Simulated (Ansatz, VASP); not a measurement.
**HfN: VASP beside Ansatz**

```xyz
2
Lattice="0.0000 2.0783 2.4397 2.0783 0.0000 2.4397 2.0783 2.0783 0.0000" Properties=species:S:1:pos:R:3 pbc="T T T"
Hf    0.0000    0.0000    0.0000
N     2.0783    2.0783    2.4397
```

Change from the starting cell: strain -0.080 along x and y, +0.080 along z, atoms carried along.

Alike in both runs: task single point; functional PBEsol; k mesh 18 × 18 × 18; occupations gaussian, width 0.15 eV; no spin polarisation.

|  | VASP | Ansatz |
| --- | --- | --- |
| version | VASP 6.6.1 | Ansatz 0.2.0 |
| potentials or method | VASP PAW PBE potentials, release 64 (Hf_pv, N), cutoff 520 eV | scalar-relativistic, plane waves, PAW |
| valence electrons in the cell | 15 | 31 |

Ansatz gave:

| Item | Value |
| --- | --- |
| gap on the k mesh at the Fermi level (eV) | none |
| pressure (GPa) | 46.2 |
| traceless stress, the component that is largest in VASP (GPa) | -60.85 |

**Question.** Estimate VASP's values.

**Answer.** gap on the k mesh at the Fermi level (eV): none; pressure (GPa): 44.7; traceless stress, the component that is largest in VASP (GPa): -61.33.

VASP's potentials were made for PBE, not for PBEsol. A gap of «none» marks a metal or a gap that the smearing closes. Both programs put the cell under a high pressure, so it lies far from rest at this level. VASP's potentials hold 15 valence electrons a cell and Ansatz's 31, so a difference there can come from the potentials and not from the codes.

Spin-orbit coupling is off throughout.
